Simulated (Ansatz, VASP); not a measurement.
Two plane-wave programs on B

The input POSCAR:

```
B
1.0
   -1.1469503105      1.1469503105      1.1469503105
    1.1469503105     -1.1469503105      1.1469503105
    1.1469503105      1.1469503105     -1.1469503105
B
1
Direct
    0.0000000000      0.0000000000      0.0000000000
```

Contents of INCAR.step1:

```
SYSTEM = B
PREC = Accurate
ENCUT = 600
ISMEAR = 0
SIGMA = 0.1
LREAL = .FALSE.
LASPH = .TRUE.
NELM = 100
GGA = PE
ALGO = Normal
EDIFF = 1E-4
LWAVE = .TRUE.
LCHARG = .FALSE.
```

File INCAR.step2:

```
SYSTEM = B
PREC = Accurate
ENCUT = 600
EDIFF = 1E-6
ISMEAR = 0
SIGMA = 0.1
LREAL = .FALSE.
LASPH = .TRUE.
NELM = 100
ALGO = Normal
ISIF = 3
LWAVE = .FALSE.
LCHARG = .FALSE.
METAGGA = R2SCAN
LMIXTAU = .TRUE.
IBRION = 2
NSW = 100
EDIFFG = -0.01
ISTART = 1
```

Contents of KPOINTS:

```
Automatic mesh
0
G
  34 34 34
  0 0 0
```

Input for Ansatz:

```yaml
crystal:
  lattice:
    - [-1.1469503105, 1.1469503105, 1.1469503105]
    - [1.1469503105, -1.1469503105, 1.1469503105]
    - [1.1469503105, 1.1469503105, -1.1469503105]
  atoms:
    - { symbol: B, position: [0.0, 0.0, 0.0] }
basis:
  ecutwfc: 500
kpoints:
  mp_grid: { grid: [34, 34, 34] }
hamiltonian:
  xc: r2scan
scf:
  occupations: { method: gaussian, width: 0.1 }
output:
  forces: true
  stress: true
  eigenvalues: true
relax:
  adjacent_minimum: "off"
  f_tol: 0.01
  max_steps: 80
  cell: { stress_tol: 0.05 }
```

Alike in both runs: task relaxation of cell and atoms; functional r2SCAN; k mesh 34 × 34 × 34; occupations gaussian, width 0.1 eV; no spin polarisation.

|  | VASP | Ansatz |
| --- | --- | --- |
| version | VASP 6.6.1 | Ansatz 0.2.0 |
| potentials or method | VASP PAW PBE potentials, release 64 (B), cutoff 600 eV | scalar-relativistic, plane waves, PAW |
| valence electrons in the cell | 3 | 3 |

Ansatz gave:

* gap on the k mesh at the Fermi level, each at its own relaxed structure (eV): none
* relaxed volume (Å³/atom): 6.04
* relaxed cell length with the largest relative difference (Å): 1.987

**Question.** Which values does VASP return?

**Answer.** gap on the k mesh at the Fermi level, each at its own relaxed structure (eV): none; relaxed volume (Å³/atom): 6.03; relaxed cell length with the largest relative difference (Å): 1.986.

VASP's potentials were made for PBE, not for r2SCAN. A gap of «none» marks a metal or a gap that the smearing closes.
